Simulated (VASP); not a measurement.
Li3In, 4 atoms in the cell. Symmetry: Fm-3m, No. 225, cubic system. The conventional cell has a = 6.259 Å, b = 6.259 Å, c = 6.259 Å, α = 90.00°, β = 90.00°, γ = 90.00°. Li (site symmetry -43m) has 10 Li at 2.71 to 3.13 Å and 4 In at 2.71 Å within 3.6 Å. Li (site symmetry m-3m) has 8 Li at 2.71 Å and 6 In at 3.13 Å within 3.6 Å. In (site symmetry m-3m) has 14 Li at 2.71 to 3.13 Å within 3.6 Å. 

| Item | Value |
| --- | --- |
| Program | VASP 6.6.1 |
| Task | single point |
| Functional | BLYP |
| Dispersion | D3(BJ) |
| Potentials or basis | VASP PAW PBE potentials, release 64 (Li_sv, In_d) |
| Cutoff | 520 eV |
| k mesh | 6 × 6 × 6 |
| Occupations | fermi-dirac, width 0.05 eV |
| Spin | no spin polarisation |
| Dipole correction | no |
| Further INCAR settings | ALGO = Normal; EDIFF = 1e-06; NBANDS = 19 |

Potentials or basis: VASP PAW PBE potentials, release 64 (Li_sv, In_d).

Run with:

```console
$ cat potpaw_PBE.64/Li_sv/POTCAR potpaw_PBE.64/In_d/POTCAR > POTCAR
$ mpirun -np 1 vasp_std > vasp.out
```

Hardware: 1 thread of AMD EPYC 9R45 96-Core Processor (Zen 5), on a shared host.

**Question.** How long does it take, and how much memory?

**Answer.** Run time: 30 s on 1 thread of AMD EPYC 9R45 96-Core Processor (Zen 5), with other jobs on the host, peak memory 0.18 GiB. Counts: scf iterations 12, k points 16.
